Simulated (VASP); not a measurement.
The system is AlB3As4.

```xyz
8
Lattice="3.4297 0.0000 0.0000 0.0000 3.4297 4.8503 0.0000 -3.4297 4.8503" Properties=species:S:1:pos:R:3 pbc="T T T"
B     0.0000    0.0000    0.0000
B     1.7148   -1.7148    2.4251
B     1.7148    1.7148    2.4251
Al    0.0000    0.0000    4.8503
As    1.7148    0.0000    1.2126
As    0.0000   -1.7148    3.6377
As    0.0000    1.7148    3.6377
As    1.7148    0.0000    6.0628
```

| Property | Result |
| --- | --- |
| Program | VASP 6.6.1 |
| Task | relaxation of cell and atoms |
| Functional | PBE |
| Potentials or basis | VASP PAW PBE potentials, release 64 (B, Al, As) |
| Cutoff | 600 eV |
| k mesh | 6 × 4 × 4 |
| Occupations | fermi-dirac, width 0.02 eV |
| Spin | no spin polarisation |

At the start: pressure 23.1 GPa; volume 14.26 Å³/atom.

Q: How do energy, volume and symmetry change on relaxing?

A: Over 12 steps the energy falls by 289.2 meV/atom and the volume is 16.37 Å³/atom (+14.8 %); space group Amm2 (No. 38, to 0.1 Å) before and after.

The path:
| step | energy change (eV) | largest force (eV/Å) | pressure (GPa) | volume (Å³) |
| --- | --- | --- | --- | --- |
| 1 | 0.0000 | 6.0705 | 23.11 | 114.10 |
| 2 | -0.9897 | 2.2754 | -10.96 | 151.55 |
| 3 | -2.2652 | 0.6207 | -1.48 | 132.77 |
| 4 | -2.2677 | 0.7330 | -1.02 | 132.20 |
| 5 | -2.2678 | 0.8095 | -0.71 | 131.82 |
| 6 | -2.3049 | 0.1679 | 0.16 | 130.69 |
| 7 | -2.3049 | 0.1727 | 0.17 | 130.68 |
| 8 | -2.3132 | 0.0729 | 0.17 | 130.70 |
| 9 | -2.3132 | 0.0721 | 0.17 | 130.70 |
| 10 | -2.3137 | 0.0133 | -0.04 | 131.00 |
| 11 | -2.3137 | 0.0139 | -0.05 | 131.00 |
| 12 | -2.3138 | 0.0040 | 0.01 | 130.94 |

Final structure:
```yaml
crystal:
  lattice:
    - [3.55472, 0.00000, 0.00000]
    - [0.00000, 3.59863, 5.11804]
    - [0.00000, -3.59863, 5.11804]
  atoms:
    - { symbol: B, position: [0.00000, 0.99726, 0.99726] }
    - { symbol: B, position: [0.50000, 0.99651, 0.50498] }
    - { symbol: B, position: [0.50000, 0.50498, 0.99651] }
    - { symbol: Al, position: [0.00000, 0.49883, 0.49883] }
    - { symbol: As, position: [0.50000, 0.12378, 0.12378] }
    - { symbol: As, position: [0.00000, 0.09936, 0.63428] }
    - { symbol: As, position: [0.00000, 0.63428, 0.09936] }
    - { symbol: As, position: [0.50000, 0.64499, 0.64499] }
```
